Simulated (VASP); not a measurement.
Input of a VASP 6.6.1 run:

File INCAR:

```
PREC = Accurate
ENCUT = 520
EDIFF = 1E-7
ISMEAR = 0
SIGMA = 0.1
LREAL = F
LASPH = T
NELM = 80
ALGO = Normal
ISIF = 2
LWAVE = F
LCHARG = F
GGA = PS
NBANDS = 12
```

Contents of KPOINTS:

```
Automatic mesh
0
Gamma
  20 20 20
```

Contents of POSCAR:

```
Cr
1.0
   -1.3928710850      1.3928710850      1.3928710850
    1.3928710850     -1.3928710850      1.3928710850
    1.3928710850      1.3928710850     -1.3928710850
Cr
1
Direct
    0.0000000000      0.0000000000      0.0000000000
```

Potentials or basis: VASP PAW PBE potentials, release 64 (Cr_pv).

Command:

```bash
$ cat potpaw_PBE.64/Cr_pv/POTCAR > POTCAR
$ mpirun -np 1 vasp_std > vasp.out
```

(1) Predict the band gap on the k mesh.

(2) Predict the pressure.

Answers

(1) zero (band 6 reaches 14.51 eV, above the bottom of band 7 at 10.80 eV).

(2) 8.6 GPa.

Caveat: the PAW data sets were made with another functional, which shifts forces and pressure a little; the run has no spin polarisation, though such a crystal can be magnetic.
